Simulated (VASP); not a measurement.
Here is a VASP 6.6.1 calculation.

File INCAR:

```
SYSTEM = Zn
  PREC = Accurate
  ENCUT = 520
  EDIFF = 1E-6
  ISMEAR = -1
  SIGMA = 0.1
  LREAL = .False.
  LASPH = .True.
  NELM = 80
  ALGO = Normal
  ISIF = 2
  LWAVE = .False.
  LCHARG = .True.
  LELF = .True.
  LVHAR = .True.
  NBANDS = 12
```

File KPOINTS:

```
Automatic mesh
0
Gamma
  16 16 16
  0 0 0
```

Contents of POSCAR:

```
Zn
1.0
    0.0000000000      1.9419349195      1.9419349195
    1.9419349195      0.0000000000      1.9419349195
    1.9419349195      1.9419349195      0.0000000000
Zn
1
Direct
    0.0000000000      0.0000000000      0.0000000000
```

Potentials or basis: VASP PAW LDA potentials, release 64 (Zn).

Command:

```console
$ cat potpaw_LDA.64/Zn/POTCAR > POTCAR
$ mpirun -np 1 vasp_std > vasp.out
```

(1) Predict the pressure.

(2) Predict the band gap on the k mesh.

Answers

(1) -5.9 GPa.

(2) zero (band 6 reaches 5.37 eV, above the bottom of band 7 at 1.73 eV).
